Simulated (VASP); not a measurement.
# Ba9S8 (a cell with a defect) in VASP: notebook

Runs on Ba9S8 (a cell with a defect). Level: PBE. Tasks: single point.

Program: VASP 6.6.1. These are calculated values, not measurements. Logs are shortened: lines on timing, memory, paths and dates and some standing lists are left out, and cuts for length are marked.

## Step 1: The cell of the first run

The cell holds a defect, 17 atoms: a = 9.091 Å, b = 9.091 Å, c = 9.091 Å, α = 60.00°, β = 60.00°, γ = 60.00°.

## Step 2: Single point, PBE

File INCAR:

```
SYSTEM = Ba9S8
ALGO     = Normal         ! electronic algorithm
EDIFF    = 1E-6           ! SCF threshold, eV
ENCUT    = 520            ! plane-wave cutoff, eV
GGA      = PE             ! functional
ISIF     = 2              ! what is computed and relaxed
ISMEAR   = 0              ! smearing method
LASPH    = .True.         ! aspherical terms in the spheres
LCHARG   = .False.        ! write CHGCAR
LREAL    = Auto         
LWAVE    = .False.        ! write WAVECAR
NBANDS   = 83             ! bands
NELM     = 80             ! most SCF steps
PREC     = Accurate       ! precision mode
SIGMA    = 0.02           ! smearing width, eV
```

File KPOINTS:

```
k-points
0
Gamma
  2 2 2
  0 0 0
```

File POSCAR:

```
Ba9S8
1.0
    6.4285179485      0.0000000000      6.4285179485
    0.0000000000     -6.4285179485      6.4285179485
    6.4285179485     -6.4285179485      0.0000000000
Ba S
9 8
Direct
    0.0021474623      0.5001359607      0.5022857564
    0.0021547735     -0.0049837303      0.5022922897
    0.5056655400      0.4977823856      0.4983663460
    0.5453778037      0.0138114260      0.4265945933
   -0.0017707814      0.4977795078      1.0058104452
   -0.0735447896      0.0138221594      1.0455036532
    0.5112254529      0.4610921248      1.0113648359
    0.5112230418      0.0159222547      1.0113649137
    0.3425561720      0.9071782247      0.8426930660
    0.7530327423      0.7297054372      0.2531666728
    0.7530364757      0.2636866714      0.2531741395
    0.2476262045      0.7571761546      0.2376223435
    0.2430042994      0.2469420655      0.2627089966
    0.7374881797      0.7571696990      0.7477723541
    0.7625555438      0.2469491433      0.7431409601
    0.2447755474      0.7254847910      0.7449124415
    0.2447600695      0.2844390441      0.7449017858
```

Potentials or basis: VASP PAW PBE potentials, release 64 (Ba_sv, S).

Started as:

```console
$ cat potpaw_PBE.64/Ba_sv/POTCAR potpaw_PBE.64/S/POTCAR > POTCAR
$ mpirun -np 1 vasp_std > vasp.out
```

OUTCAR:

```text
SYSTEM = Ba9S8
   EDIFF = 1E-6
   ENCUT = 520
   GGA = PE
   ISIF = 2
   ISMEAR = 0
   LASPH = .True.
   LREAL = Auto
   NELM = 80
   PREC = Accurate

 ion  position               nearest neighbor table
   1  0.002  0.500  0.502-  17 3.13  13 3.17  15 3.17  10 3.21  12 3.23  14 3.23   4 4.45   6 4.45
                             2 4.50   5 4.54   3 4.54   3 4.55   5 4.55   7 4.56   7 4.56   2 4.59
   2  0.002  0.995  0.502-  16 3.13  13 3.17  15 3.17  11 3.21  12 3.23  14 3.23   4 4.45   6 4.45
                             1 4.50   5 4.54   3 4.54   3 4.55   5 4.55   8 4.56   8 4.56   1 4.59
   3  0.506  0.498  0.498-  16 3.06  17 3.06  11 3.08  10 3.08  15 3.23  12 3.34   5 4.48   8 4.53
                             7 4.53   1 4.54   2 4.54   2 4.55   1 4.55   7 4.58   8 4.58   4 4.58
   4  0.545  0.014  0.427-  10 2.99  11 2.99  13 3.06   9 3.13  14 3.35   6 3.46   8 3.93   7 3.93
                             1 4.45   2 4.45   3 4.58   3 4.58   2 4.71   1 4.71
   5  0.998  0.498  0.006-  17 3.06  16 3.06  10 3.08  11 3.08  13 3.23  14 3.34   3 4.48   8 4.53
                             7 4.53   1 4.54   2 4.54   2 4.55   1 4.55   7 4.58   8 4.58   6 4.58
   6  0.926  0.014  0.046-  11 2.99  10 2.99  15 3.06   9 3.13  12 3.35   4 3.46   7 3.93   8 3.93
                             1 4.45   2 4.45   5 4.58   5 4.58   2 4.71   1 4.71
   7  0.511  0.461  0.011-  15 3.11  13 3.11  11 3.14   9 3.33  14 3.37  12 3.37  16 3.43   6 3.93
                             4 3.93   8 4.05   5 4.53   3 4.53   1 4.56   1 4.56   3 4.58   5 4.58
   8  0.511  0.016  0.011-  15 3.11  13 3.11  10 3.14   9 3.33  12 3.37  14 3.37  17 3.43   6 3.93
                             4 3.93   7 4.05   5 4.53   3 4.53   2 4.56   2 4.56   3 4.58   5 4.58
   9  0.343  0.907  0.843-  16 2.83  17 2.83  12 2.95  14 2.95   4 3.13   6 3.13   8 3.33   7 3.33

  10  0.753  0.730  0.253-   4 2.99   6 2.99   5 3.08   3 3.08   8 3.14   1 3.21
  11  0.753  0.264  0.253-   4 2.99   6 2.99   5 3.08   3 3.08   7 3.14   2 3.21
  12  0.248  0.757  0.238-   9 2.95   2 3.23   1 3.23   3 3.34   6 3.35   7 3.37   8 3.37
  13  0.243  0.247  0.263-   4 3.06   8 3.11   7 3.11   1 3.17   2 3.17   5 3.23
  14  0.737  0.757  0.748-   9 2.95   2 3.23   1 3.23   5 3.34   4 3.35   7 3.37   8 3.37
  15  0.763  0.247  0.743-   6 3.06   8 3.11   7 3.11   1 3.17   2 3.17   3 3.23
  16  0.245  0.725  0.745-   9 2.83   3 3.06   5 3.06   2 3.13   7 3.43
  17  0.245  0.284  0.745-   9 2.83   3 3.06   5 3.06   1 3.13   8 3.43

  LATTYP: Found a face centered cubic cell.
 ALAT       =    12.8570358970

  Lattice vectors:

 A1 = (   6.4285179485,   0.0000000000,   6.4285179485)
 A2 = (   0.0000000000,  -6.4285179485,   6.4285179485)
 A3 = (   6.4285179485,  -6.4285179485,   0.0000000000)

Analysis of symmetry for initial positions (statically):
=====================================================================
 Subroutine PRICEL returns:
 Original cell was already a primitive cell.

 Routine SETGRP: Setting up the symmetry group for a
 face centered cubic supercell.

 Subroutine GETGRP returns: Found  1 space group operations
 (whereof  1 operations were pure point group operations)
 out of a pool of 48 trial point group operations.

The static configuration has the point symmetry C_1 .

Analysis of symmetry for dynamics (positions and initial velocities):
=====================================================================
 Subroutine PRICEL returns:
 Original cell was already a primitive cell.

 Routine SETGRP: Setting up the symmetry group for a
 face centered cubic supercell.

 Subroutine GETGRP returns: Found  1 space group operations
 (whereof  1 operations were pure point group operations)
 out of a pool of 48 trial point group operations.

The dynamic configuration has the point symmetry C_1 .

 Subroutine INISYM returns: Found  1 space group operations
 (whereof  1 operations are pure point group operations),
 and found     1 'primitive' translations

----------------------------------------------------------------------------------------

                                     Primitive cell

  volume of cell :     531.3278

  direct lattice vectors                    reciprocal lattice vectors
     6.428517948  0.000000000  6.428517948     0.077778425  0.077778425  0.077778425
     0.000000000 -6.428517948  6.428517948    -0.077778425 -0.077778425  0.077778425
     6.428517948 -6.428517948  0.000000000     0.077778425 -0.077778425 -0.077778425

  length of vectors
     9.091297269  9.091297269  9.091297269     0.134716184  0.134716184  0.134716184

  position of ions in fractional coordinates (direct lattice)
     0.002147462  0.500135961  0.502285756
     0.002154774  0.995016270  0.502292290
     0.505665540  0.497782386  0.498366346
     0.545377804  0.013811426  0.426594593
     0.998229219  0.497779508  0.005810445
     0.926455210  0.013822159  0.045503653
[... 9 lines left out ...]
     0.244775547  0.725484791  0.744912441
     0.244760070  0.284439044  0.744901786

  ion indices of the primitive-cell ions
   primitive index   ion index
                 1           1
                 2           2
                 3           3
                 4           4
                 5           5
                 6           6
[... 9 lines left out ...]
                16          16
                17          17

----------------------------------------------------------------------------------------

 KPOINTS: k-points

Automatic generation of k-mesh.
 Grid dimensions read from file:
 generate k-points for:    2    2    2

 Generating k-lattice:

  Cartesian coordinates                     Fractional coordinates (reciprocal lattice)
     0.038889212  0.038889212  0.038889212     0.500000000  0.000000000  0.000000000
    -0.038889212 -0.038889212  0.038889212     0.000000000  0.500000000  0.000000000
     0.038889212 -0.038889212 -0.038889212     0.000000000  0.000000000  0.500000000

  Length of vectors
     0.067358092  0.067358092  0.067358092

  Shift w.r.t. Gamma in fractional coordinates (k-lattice)
     0.000000000  0.000000000  0.000000000

 Subroutine IBZKPT returns following result:
 ===========================================

 Found      8 irreducible k-points:

 Following reciprocal coordinates:
            Coordinates               Weight
  0.000000  0.000000  0.000000      1.000000
  0.500000  0.000000  0.000000      1.000000
  0.000000  0.500000  0.000000      1.000000
  0.000000  0.000000  0.500000      1.000000
  0.500000  0.500000  0.500000      1.000000
  0.500000  0.500000  0.000000      1.000000
  0.000000  0.500000  0.500000      1.000000
  0.500000  0.000000  0.500000      1.000000
   k-points           NKPTS =      8   k-points in BZ     NKDIM =      8   number of bands    NBANDS=     83
   number of dos      NEDOS =    301   number of ions     NIONS =     17
   total plane-waves  NPLWV = 343000
   dimension x,y,z NGX =    70 NGY =   70 NGZ =   70
   dimension x,y,z NGXF=   140 NGYF=  140 NGZF=  140
   ions per type =               9   8
   NGX,Y,Z   is equivalent  to a cutoff of  12.80, 12.80, 12.80 a.u.
   NGXF,Y,Z  is equivalent  to a cutoff of  25.60, 25.60, 25.60 a.u.
 SYSTEM =  Ba9S8
   PREC   = accura    normal or accurate (medium, high low for compatibility)
   ISTART =      0    job   : 0-new  1-cont  2-samecut
   ICHARG =      2    charge: 1-file 2-atom 10-const
   ISPIN  =      1    spin polarized calculation?
   LNONCOLLINEAR =      F non collinear calculations
   LSORBIT =      F    spin-orbit coupling
   LASPH  =      T    aspherical Exc in radial PAW
   ENCUT  =  520.0 eV  38.22 Ry    6.18 a.u.  16.90 16.90 16.90*2*pi/ulx,y,z
   NELM   =     80;   NELMIN=  2; NELMDL= -5     # of ELM steps
   EDIFF  = 0.1E-05   stopping-criterion for ELM
   LREAL  =      T    real-space projection
   EDIFFG = 0.1E-04   stopping-criterion for IOM
   NSW    =      0    number of steps for IOM
   IBRION =     -1    ionic relax: 0-MD 1-quasi-New 2-CG
   NFREE  =      0    steps in history (QN), initial steepest desc. (CG)
   ISIF   =      2    stress and relaxation
   ISYM   =      2    0-nonsym 1-usesym 2-fastsym
   POTIM  = 0.5000    time-step for ionic-motion
   TEBEG  =    0.0;   TEEND  =   0.0 temperature during run
   PSTRESS=    0.0 pullay stress
   NELECT =     138.0000    total number of electrons
   NUPDOWN=      -1.0000    fix difference up-down
   EMIN   =  10.00;   EMAX   =-10.00  energy-range for DOS
   EFERMI =   0.00;   METHOD = LEGACY
   ISMEAR =     0;   SIGMA  =   0.02  broadening in eV -4-tet -1-fermi 0-gaus
   EFERMI_NEDOS =   21; number of points for ismear=-14 and -15
   IALGO  =     38    algorithm
   IMIX   =      4    mixing-type and parameters
     AMIX     =   0.40;   BMIX     =  1.00
     AMIX_MAG =   1.60;   BMIX_MAG =  1.00
  volume/ion in A,a.u.               =      31.25       210.92
  Fermi-wavevector in a.u.,A,eV,Ry     =   1.044513  1.973843 14.844044  1.091006
  Thomas-Fermi vector in A             =   2.179268
   LORBIT       =      0    0 simple, 1 ext, 2 COOP (PROOUT), +10 PAW based schemes
   GGA     = PE    functional components
   LHFCALC =     F    Hartree Fock is set to
   AEXX    =    0.0000 exact exchange contribution
   IVDW    =     0    specifies the selected vdW correction
   LEPSILON=     F    determine dielectric tensor
   LRPA    =     F    only Hartree local field effects (RPA)
 non-spin polarized calculation
 Gauss-broadening in eV      SIGMA  =   0.02
  energy-cutoff  :      520.00
  volume of cell :      531.33
 maximum number of plane-waves:     14344
 NGX is ok and might be reduce to    70
   NGX = 33   NGY = 33   NGZ = 33

 number of electron     137.9999999 magnetization

 Free energy of the ion-electron system (eV)
  ---------------------------------------------------
  ext. energy  EPLUGINS =         0.00000000
  ---------------------------------------------------
  free energy    TOTEN  =       -79.39592528 eV

  energy without entropy =      -79.39592313  energy(sigma->0) =      -79.39592421

 E-fermi :   4.2520     XC(G=0):  -8.8759

 val. band max:        4.1959202927   @ k =   0.5000   0.5000   0.0000
 cond. band min:       4.3081258564   @ k =   0.0000   0.0000   0.5000
 fundamental gap:      0.1122055638
 Fermi energy:         4.2520215179

 k-point     1 :       0.0000    0.0000    0.0000
  band No.  band energies     occupation
      1     -24.7955      2.00000
      2     -24.4511      2.00000
      3     -24.4004      2.00000
      4     -24.3412      2.00000
      5     -24.2577      2.00000
      6     -24.1551      2.00000
[... 73 lines left out ...]
     80       6.5152      0.00000
     81       6.7285      0.00000

 k-point     2 :       0.5000    0.0000    0.0000
  band No.  band energies     occupation
      1     -24.7373      2.00000
      2     -24.5813      2.00000
      3     -24.3849      2.00000
      4     -24.3410      2.00000
      5     -24.1993      2.00000
      6     -24.1550      2.00000
[... 73 lines left out ...]
     80       6.6135      0.00000
     81       6.6459      0.00000
[... 418 lines left out ...]
     80       6.2709      0.00000
     81       6.3702      0.00000

 k-point     8 :       0.5000    0.0000    0.5000
  band No.  band energies     occupation
      1     -24.7773      2.00000
      2     -24.4596      2.00000
      3     -24.4512      2.00000
      4     -24.3412      2.00000
      5     -24.2158      2.00000
      6     -24.1537      2.00000
[... 73 lines left out ...]
     80       6.2811      0.00000
     81       6.4796      0.00000
 [bands above 81 left out]

------------------------ aborting loop because EDIFF is reached ----------------------------------------

  FORCE on cell =-STRESS in cart. coord.  units (eV):
  Direction    XX          YY          ZZ          XY          YZ          ZX
  --------------------------------------------------------------------------------------
  -------------------------------------------------------------------------------------
  Total        9.5626437     16.8873075     16.8850591     -0.0002389      1.1177516     -0.0008431
  in kB       28.8354000     50.9223473     50.9155675     -0.0007203      3.3704921     -0.0025425
  external PRESSURE =      43.5577716 kB  Pullay stress =       0.0000000 kB

 VOLUME and BASIS-vectors are now :
 -----------------------------------------------------------------------------
  energy-cutoff  :      520.00
  volume of cell :      531.33
      direct lattice vectors                 reciprocal lattice vectors
     6.428517948  0.000000000  6.428517948     0.077778425  0.077778425  0.077778425
     0.000000000 -6.428517948  6.428517948    -0.077778425 -0.077778425  0.077778425
     6.428517948 -6.428517948  0.000000000     0.077778425 -0.077778425 -0.077778425

 POSITION                                       TOTAL-FORCE (eV/Angst)
 -----------------------------------------------------------------------------------
      3.24276     -6.44409      3.22894        -0.039637      0.020797     -0.020551
      3.24285     -9.62547      6.41033        -0.039088     -0.020329      0.020615
      6.45444     -6.40376      6.45068        -0.039613     -0.007754     -0.008359
      6.24834     -2.83116      3.59476        -0.121105     -0.109727     -0.110168
      6.45449     -3.23734      9.61712        -0.039617      0.008192      0.007798
      6.24825     -0.38138      6.04459        -0.120845      0.110147      0.109562
[... 9 lines left out ...]
      6.36223     -9.45248      6.23734        -0.074590     -0.077495      0.077877
      6.36206     -6.61714      3.40197        -0.074542      0.077758     -0.077983
 -----------------------------------------------------------------------------------
    total drift:                               -0.006082     -0.004029      0.001557

  FREE ENERGIE OF THE ION-ELECTRON SYSTEM (eV)
  ---------------------------------------------------
  free  energy   TOTEN  =       -79.3959252842 eV

  energy  without entropy=      -79.3959231275  energy(sigma->0) =      -79.39592421
```

It took 8.4 min on 1 thread of Intel Xeon 6975P-C (Granite Rapids), shared host; peak memory 0.78 GiB.

What came out:

```
Free energy            : -79.3959 eV
Pressure               : 4.4 GPa
Largest force          : 0.517 eV/Å
Band gap on the k mesh : zero (bands 69 and 70 overlap by 0.64 eV)
```

Forces on the atoms (eV/Å):
```
Ba  -0.040  0.021 -0.021
Ba  -0.039 -0.020  0.021
Ba  -0.040 -0.008 -0.008
Ba  -0.121 -0.110 -0.110
Ba  -0.040  0.008  0.008
Ba  -0.121  0.110  0.110
Ba   0.072  0.068 -0.068
Ba   0.071 -0.068  0.067
Ba   0.517  0.000  0.001
S   -0.013 -0.002  0.002
S   -0.012  0.001 -0.001
S    0.123 -0.098 -0.098
S   -0.166 -0.010 -0.010
S    0.123  0.098  0.097
S   -0.166  0.010  0.010
S   -0.075 -0.077  0.078
S   -0.075  0.078 -0.078
```

Caveat: the k points lie up to 0.42 Å⁻¹ apart, too coarse for converged energies and pressures of a metal; spin-orbit coupling is left out, which moves the levels of the heavy elements.

## Step 3: Single point, PBE

File INCAR:

```
SYSTEM = Ba9S8
PREC = Accurate
ENCUT = 520
EDIFF = 1E-6
ISMEAR = 0
SIGMA = 0.02
LREAL = Auto
LASPH = .True.
NELM = 100
ALGO = Normal
ISIF = 2
LWAVE = .False.
LCHARG = .False.
GGA = PE
NBANDS = 83
```

File KPOINTS:

```
Automatic mesh
0
Gamma
  2 2 2
  0 0 0
```

File POSCAR:

```
Ba9S8
1.0
    6.4285179485      0.0000000000      6.4285179485
    0.0000000000     -6.4285179485      6.4285179485
    6.4285179485     -6.4285179485      0.0000000000
Ba S
9 8
Direct
    0.0022840412      0.5043706848      0.5024677579
    0.0022959413     -0.0095058457      0.5024771691
    0.5091261355      0.4975752616      0.4953616876
    0.5665410798      0.0069083575      0.4192694991
   -0.0048284068      0.4975779061      1.0093143633
   -0.0809043397      0.0069327021      1.0666802294
    0.5042088279      0.4778682310      1.0043956557
    0.5042059501      0.0131806430      1.0043966668
    0.3006119786      0.9491317515      0.8007846507
    0.7517883653      0.7263352202      0.2519661628
    0.7517957543      0.2695382534      0.2519796185
    0.2488589925      0.7651580877      0.2204695563
    0.2494845644      0.2388990763      0.2723528213
    0.7203219369      0.7651391097      0.7490447314
    0.7721246234      0.2389225654      0.7496597254
    0.2456360101      0.7075155637      0.7458254824
    0.2456022543      0.3007060905      0.7457996600
```

Potentials or basis: VASP PAW PBE potentials, release 64 (Ba_sv, S).

Started as:

```console
$ cat potpaw_PBE.64/Ba_sv/POTCAR potpaw_PBE.64/S/POTCAR > POTCAR
$ mpirun -np 1 vasp_std > vasp.out
```

It took 7.5 min on 1 thread of Intel Xeon 6975P-C (Granite Rapids), shared host; peak memory 0.77 GiB.

It converged, with:

- Free energy: -78.6239 eV
- Pressure: 4.7 GPa
- Largest force: 1.301 eV/Å
- Band gap on the k mesh: zero (bands 69 and 70 overlap by 0.38 eV)

Forces on the atoms (eV/Å):
```
Ba   0.013  0.049 -0.049
Ba   0.013 -0.050  0.050
Ba   0.004  0.011  0.011
Ba  -0.256 -0.099 -0.099
Ba   0.003 -0.011 -0.011
Ba  -0.256  0.099  0.099
Ba   0.063  0.092 -0.092
Ba   0.063 -0.092  0.092
Ba   1.301  0.000  0.000
S   -0.016  0.032 -0.032
S   -0.015 -0.032  0.031
S   -0.024 -0.016 -0.017
S   -0.217  0.022  0.021
S   -0.023  0.016  0.016
S   -0.218 -0.022 -0.022
S   -0.219 -0.033  0.033
S   -0.218  0.033 -0.032
```

Stress tensor (GPa, compression positive):
```
1.21 0.00 0.00
0.00 6.37 0.40
0.00 0.40 6.37
```

Levels at points of the mesh, in eV from the Fermi level:
| k point | band 66 | band 67 | band 68 | band 69 | band 70 | band 71 | band 72 | band 73 |
| --- | --- | --- | --- | --- | --- | --- | --- | --- |
| (0.00, 0.00, 0.00) | -2.57 | -2.57 | -2.21 | -0.40 | -0.38 | 0.01 | 0.53 | 0.88 |
| (0.50, 0.00, 0.00) | -3.01 | -2.94 | -2.22 | 0.00 | 0.61 | 0.69 | 0.94 | 0.96 |
| (0.00, 0.50, 0.00) | -2.97 | -2.87 | -2.85 | -0.31 | 0.45 | 0.68 | 0.72 | 0.89 |
| (0.00, 0.00, 0.50) | -3.01 | -2.94 | -2.22 | 0.00 | 0.61 | 0.69 | 0.94 | 0.96 |
| (0.50, 0.50, 0.50) | -2.97 | -2.87 | -2.85 | -0.31 | 0.45 | 0.68 | 0.72 | 0.89 |
| (0.50, 0.50, 0.00) | -2.72 | -2.70 | -2.67 | -0.15 | 0.34 | 0.87 | 0.88 | 0.99 |
| (0.00, 0.50, 0.50) | -2.72 | -2.70 | -2.67 | -0.15 | 0.34 | 0.87 | 0.88 | 0.99 |
| (0.50, 0.00, 0.50) | -2.66 | -2.57 | -2.22 | -0.42 | 0.40 | 0.76 | 0.85 | 1.13 |

Caveat: the k points lie up to 0.42 Å⁻¹ apart; spin-orbit coupling is left out, which moves the levels of the heavy elements.

The gap in the log of VASP goes by the Fermi energy; the results here count the filled bands.